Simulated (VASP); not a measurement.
# Ti (P6_3/mmc) in VASP: further runs

Ti is run at these levels: PBEsol; tasks: electric field gradients.

Everything below comes from runs of VASP 6.6.1. Logs are shortened: lines on timing, memory, paths and dates and some standing lists are left out, and cuts for length are marked.

### Step 1. The cell of the first run

The structure is hexagonal, space group P6_3/mmc (No. 194). Conventional cell: a = 2.940 Å, b = 2.940 Å, c = 4.670 Å, α = 90.00°, β = 90.00°, γ = 120.00°. Within 3.8 Å of Ti (site symmetry -6m2) lie 12 Ti at 2.89 to 2.94 Å.

### Step 2. Electric field gradients, PBEsol (volume scaled by 0.99)

The input, INCAR:

```
SYSTEM = Ti
PREC     = Accurate       ! precision mode
ENCUT    = 520            ! plane-wave cutoff, eV
EDIFF    = 1E-8           ! SCF threshold, eV
ISMEAR   = -1             ! smearing method
SIGMA    = 0.08           ! smearing width, eV
LREAL    = .FALSE.        ! projectors in reciprocal space
LASPH    = .TRUE.         ! aspherical terms in the spheres
NELM     = 60             ! most SCF steps
ALGO     = Normal         ! electronic algorithm
ISIF     = 2              ! what is computed and relaxed
LWAVE    = .FALSE.        ! write WAVECAR
LCHARG   = .FALSE.        ! write CHGCAR
GGA      = PS             ! functional
LEFG     = .TRUE.       
NBANDS   = 19             ! bands
```

The input, KPOINTS:

```
regular mesh
0
G
  13 13 7
  0 0 0
```

The input, POSCAR:

```
Ti
1.0
    2.9401315731      0.0000000000      0.0000000000
   -1.4700657866      2.5462286328      0.0000000000
    0.0000000000      0.0000000000      4.6703276421
Ti
2
Direct
    0.3333333333      0.6666666667      0.2500000000
    0.6666666667      0.3333333333      0.7500000000
```

Potentials or basis: VASP PAW PBE potentials, release 64 (Ti_sv).

Command:

```console
$ cat potpaw_PBE.64/Ti_sv/POTCAR > POTCAR
$ mpirun -np 1 vasp_std > vasp.out
```

OUTCAR:

```text
SYSTEM = Ti
   PREC = Accurate
   ENCUT = 520
   EDIFF = 1E-8
   ISMEAR = -1
   LREAL = .FALSE.
   LASPH = .TRUE.
   NELM = 60
   ISIF = 2
   GGA = PS

 ion  position               nearest neighbor table
   1  0.333  0.667  0.250-   2 2.89   2 2.89   2 2.89   2 2.89   2 2.89   2 2.89
   2  0.667  0.333  0.750-   1 2.89   1 2.89   1 2.89   1 2.89   1 2.89   1 2.89

  LATTYP: Found a hexagonal cell.
 ALAT       =     2.9401315731
 C/A-ratio  =     1.5884757284

  Lattice vectors:

 A1 = (   2.9401315731,   0.0000000000,   0.0000000000)
 A2 = (  -1.4700657866,   2.5462286328,   0.0000000000)
 A3 = (   0.0000000000,   0.0000000000,   4.6703276421)

Analysis of symmetry for initial positions (statically):
=====================================================================
 Subroutine PRICEL returns:
 Original cell was already a primitive cell.

 Routine SETGRP: Setting up the symmetry group for a
 hexagonal supercell.

 Subroutine GETGRP returns: Found 24 space group operations
 (whereof 12 operations were pure point group operations)
 out of a pool of 24 trial point group operations.

The static configuration has the point symmetry D_3d.
 The point group associated with its full space group is D_6h.

Analysis of symmetry for dynamics (positions and initial velocities):
=====================================================================
 Subroutine PRICEL returns:
 Original cell was already a primitive cell.

 Routine SETGRP: Setting up the symmetry group for a
 hexagonal supercell.

 Subroutine GETGRP returns: Found 24 space group operations
 (whereof 12 operations were pure point group operations)
 out of a pool of 24 trial point group operations.

The dynamic configuration has the point symmetry D_3d.
 The point group associated with its full space group is D_6h.

 Subroutine INISYM returns: Found 24 space group operations
 (whereof 12 operations are pure point group operations),
 and found     1 'primitive' translations

----------------------------------------------------------------------------------------

                                     Primitive cell

  volume of cell :      34.9632

  direct lattice vectors                    reciprocal lattice vectors
     2.940131573  0.000000000  0.000000000     0.340120833  0.196368855  0.000000000
    -1.470065787  2.546228633  0.000000000     0.000000000  0.392737709  0.000000000
     0.000000000  0.000000000  4.670327642     0.000000000  0.000000000  0.214117740

  length of vectors
     2.940131573  2.940131573  4.670327642     0.392737709  0.392737709  0.214117740

  position of ions in fractional coordinates (direct lattice)
     0.333333333  0.666666667  0.250000000
     0.666666667  0.333333333  0.750000000

  ion indices of the primitive-cell ions
   primitive index   ion index
                 1           1
                 2           2

----------------------------------------------------------------------------------------

 KPOINTS: regular mesh

Automatic generation of k-mesh.
 Grid dimensions read from file:
 generate k-points for:   13   13    7

 Generating k-lattice:

  Cartesian coordinates                     Fractional coordinates (reciprocal lattice)
     0.026163141  0.015105297  0.000000000     0.076923077  0.000000000  0.000000000
     0.000000000  0.030210593  0.000000000     0.000000000  0.076923077  0.000000000
     0.000000000  0.000000000  0.030588249     0.000000000  0.000000000  0.142857143

  Length of vectors
     0.030210593  0.030210593  0.030588249

  Shift w.r.t. Gamma in fractional coordinates (k-lattice)
     0.000000000  0.000000000  0.000000000

 Subroutine IBZKPT returns following result:
 ===========================================

 Found     84 irreducible k-points:

 Following reciprocal coordinates:
            Coordinates               Weight
  0.000000  0.000000  0.000000      1.000000
  0.076923  0.000000  0.000000      6.000000
  0.153846 -0.000000  0.000000      6.000000
  0.230769 -0.000000  0.000000      6.000000
  0.307692 -0.000000  0.000000      6.000000
  0.384615 -0.000000  0.000000      6.000000
[... 16 lines left out ...]
  0.076923  0.000000  0.142857     12.000000
  0.153846 -0.000000  0.142857     12.000000
 [... further k-points ...]
   k-points           NKPTS =     84   k-points in BZ     NKDIM =     84   number of bands    NBANDS=     19
   number of dos      NEDOS =    301   number of ions     NIONS =      2
   total plane-waves  NPLWV =  20736
   dimension x,y,z NGX =    24 NGY =   24 NGZ =   36
   dimension x,y,z NGXF=    48 NGYF=   48 NGZF=   72
   ions per type =               2
   NGX,Y,Z   is equivalent  to a cutoff of  13.57, 13.57, 12.81 a.u.
   NGXF,Y,Z  is equivalent  to a cutoff of  27.14, 27.14, 25.63 a.u.
 SYSTEM =  Ti
   PREC   = accura    normal or accurate (medium, high low for compatibility)
   ISTART =      0    job   : 0-new  1-cont  2-samecut
   ICHARG =      2    charge: 1-file 2-atom 10-const
   ISPIN  =      1    spin polarized calculation?
   LNONCOLLINEAR =      F non collinear calculations
   LSORBIT =      F    spin-orbit coupling
   LASPH  =      T    aspherical Exc in radial PAW
   ENCUT  =  520.0 eV  38.22 Ry    6.18 a.u.   5.47  5.47  8.68*2*pi/ulx,y,z
   NELM   =     60;   NELMIN=  2; NELMDL= -5     # of ELM steps
   EDIFF  = 0.1E-07   stopping-criterion for ELM
   LREAL  =      F    real-space projection
   EDIFFG = 0.1E-06   stopping-criterion for IOM
   NSW    =      0    number of steps for IOM
   IBRION =     -1    ionic relax: 0-MD 1-quasi-New 2-CG
   NFREE  =      0    steps in history (QN), initial steepest desc. (CG)
   ISIF   =      2    stress and relaxation
   ISYM   =      2    0-nonsym 1-usesym 2-fastsym
   POTIM  = 0.5000    time-step for ionic-motion
   TEBEG  =    0.0;   TEEND  =   0.0 temperature during run
   PSTRESS=    0.0 pullay stress
   NELECT =      24.0000    total number of electrons
   NUPDOWN=      -1.0000    fix difference up-down
   EMIN   =  10.00;   EMAX   =-10.00  energy-range for DOS
   EFERMI =   0.00;   METHOD = LEGACY
   ISMEAR =    -1;   SIGMA  =   0.08  broadening in eV -4-tet -1-fermi 0-gaus
   EFERMI_NEDOS =   21; number of points for ismear=-14 and -15
   IALGO  =     38    algorithm
   IMIX   =      4    mixing-type and parameters
     AMIX     =   0.40;   BMIX     =  1.00
     AMIX_MAG =   1.60;   BMIX_MAG =  1.00
  volume/ion in A,a.u.               =      17.48       117.97
  Fermi-wavevector in a.u.,A,eV,Ry     =   1.444136  2.729021 28.375339  2.085529
  Thomas-Fermi vector in A             =   2.562465
   LORBIT       =      0    0 simple, 1 ext, 2 COOP (PROOUT), +10 PAW based schemes
   GGA     = PS    functional components
   LHFCALC =     F    Hartree Fock is set to
   AEXX    =    0.0000 exact exchange contribution
   IVDW    =     0    specifies the selected vdW correction
   LEPSILON=     F    determine dielectric tensor
   LRPA    =     F    only Hartree local field effects (RPA)
 non-spin polarized calculation
  energy-cutoff  :      520.00
  volume of cell :       34.96
 maximum number of plane-waves:       971
 NGX is ok and might be reduce to    24
   NGX = 11   NGY = 11   NGZ = 17

 number of electron      24.0000000 magnetization

 Free energy of the ion-electron system (eV)
  ---------------------------------------------------
  ext. energy  EPLUGINS =         0.00000000
  ---------------------------------------------------
  free energy    TOTEN  =       -16.67544378 eV

  energy without entropy =      -16.62673335  energy(sigma->0) =      -16.65108857

 E-fermi :   8.1281     XC(G=0): -11.6038

 val. band max:        8.1210206517   @ k =   0.2308   0.2308   0.4286
 cond. band min:       8.1313684520   @ k =   0.0000   0.0000   0.4286
 fundamental gap:      0.0103478003
 Fermi energy:         8.1281138385

 k-point     1 :       0.0000    0.0000    0.0000
  band No.  band energies     occupation
      1     -48.4937      2.00000
      2     -48.3591      2.00000
      3     -25.1744      2.00000
      4     -24.5394      2.00000
      5     -24.5394      2.00000
      6     -24.4744      2.00000
[... 11 lines left out ...]
     18       9.7638      0.00000
     19      11.2785      0.00000
[... 485 lines left out ...]
 k-point    24 :       0.1538   -0.0000    0.1429
  band No.  band energies     occupation
      1     -48.4656      2.00000
      2     -48.3566      2.00000
      3     -25.0979      2.00000
      4     -24.6328      2.00000
      5     -24.5808      2.00000
      6     -24.5664      2.00000
[... 11 lines left out ...]
     18       9.9167      0.00000
     19      11.4102      0.00000

 [... further k-points ...]

------------------------ aborting loop because EDIFF is reached ----------------------------------------

  FORCE on cell =-STRESS in cart. coord.  units (eV):
  Direction    XX          YY          ZZ          XY          YZ          ZX
  --------------------------------------------------------------------------------------
  -------------------------------------------------------------------------------------
  Total       -1.0645191     -1.0645191     -1.1652125      0.0000000      0.0000000      0.0000000
  in kB      -48.7812041    -48.7812041    -53.3954445      0.0000000      0.0000000      0.0000000
  external PRESSURE =     -50.3192842 kB  Pullay stress =       0.0000000 kB

 VOLUME and BASIS-vectors are now :
 -----------------------------------------------------------------------------
  energy-cutoff  :      520.00
  volume of cell :       34.96
      direct lattice vectors                 reciprocal lattice vectors
     2.940131573  0.000000000  0.000000000     0.340120833  0.196368855  0.000000000
    -1.470065787  2.546228633  0.000000000     0.000000000  0.392737709  0.000000000
     0.000000000  0.000000000  4.670327642     0.000000000  0.000000000  0.214117740

 POSITION                                       TOTAL-FORCE (eV/Angst)
 -----------------------------------------------------------------------------------
     -0.00000      1.69749      1.16758         0.000000     -0.000000      0.000000
      1.47007      0.84874      3.50275        -0.000000      0.000000      0.000000
 -----------------------------------------------------------------------------------
    total drift:                               -0.000000      0.000000     -0.000000

  FREE ENERGIE OF THE ION-ELECTRON SYSTEM (eV)
  ---------------------------------------------------
  free  energy   TOTEN  =       -16.6754437813 eV

  energy  without entropy=      -16.6267333515  energy(sigma->0) =      -16.65108857

 Electric field gradients (V/A^2)
---------------------------------------------------------------------
 ion       V_xx      V_yy      V_zz      V_xy      V_xz      V_yz
---------------------------------------------------------------------
   1      -8.485    -8.485    16.970     0.000     0.000    -0.000
   2      -8.485    -8.485    16.970     0.000    -0.000     0.000
---------------------------------------------------------------------

 Electric field gradients after diagonalization (V/A^2)
 (convention: |V_zz| > |V_xx| > |V_yy|)
----------------------------------------------------------------------
 ion       V_xx      V_yy      V_zz     asymmetry (V_yy - V_xx)/ V_zz
----------------------------------------------------------------------
   1      -8.485    -8.485    16.970       0.000
   2      -8.485    -8.485    16.970       0.000
----------------------------------------------------------------------

           NMR quadrupolar parameters

 Cq : quadrupolar parameter    Cq=e*Q*V_zz/h
 eta: asymmetry parameters     (V_yy - V_xx)/ V_zz
 Q  : nuclear electric quadrupole moment in mb (millibarn)
----------------------------------------------------------------------
 ion       Cq(MHz)       eta       Q (mb)
----------------------------------------------------------------------
   1       0.041       0.000       1.000
   2       0.041       0.000       1.000
----------------------------------------------------------------------
```

It took 25 s on 1 thread of Intel Xeon 6975P-C (Granite Rapids), shared host; peak memory 0.18 GiB.

What came out:

```yaml
Free_energy: -16.6754 eV
Pressure: -5.0 GPa
Band_gap_on_the_k_mesh: zero (band 12 reaches 8.91 eV, above the bottom of band 13 at 7.81 eV)
```

Stress tensor (GPa, compression positive):
```
-4.88  0.00  0.00
 0.00 -4.88  0.00
 0.00  0.00 -5.34
```

Electric field gradients, principal values (V/Å²):
```tsv
atom	least	middle	greatest (by size)
1 Ti	-8.485	-8.485	16.970
2 Ti	-8.485	-8.485	16.970
```

Caveat: without QUAD_EFG the Cq values of the log hold for a quadrupole moment of 1 mb, not for the nuclei; the PAW data sets were made with another functional, which shifts forces and pressure a little.

[end of part 1 of 2]
